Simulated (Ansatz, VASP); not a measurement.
**Two plane-wave programs on P**

```
CELL_PARAMETERS angstrom
2.38599 0.00000 0.00000
0.00000 2.38599 0.00000
0.00000 0.00000 2.38599
ATOMIC_POSITIONS crystal
P 0.00000 0.00000 0.00000
```

Alike in both runs: task single point; functional r2SCAN; dispersion D3(BJ); k mesh 18 × 18 × 18; occupations gaussian, width 0.05 eV; no spin polarisation.

|  | VASP | Ansatz |
| --- | --- | --- |
| version | VASP 6.6.1 | Ansatz 0.2.0 |
| potentials or method | VASP PAW PBE potentials, release 64 (P), cutoff 520 eV | scalar-relativistic, plane waves, PAW |
| valence electrons in the cell | 5 | 5 |

```tsv
	VASP	Ansatz	Ansatz less VASP
gap on the k mesh at the Fermi level (eV)	none	none	-
pressure (GPa)	4.9	5.5	+0.67
```

VASP's potentials were made for PBE, not for r2SCAN. A gap of «none» marks a metal or a gap that the smearing closes. Ansatz's warnings: dispersion damping borrowed.
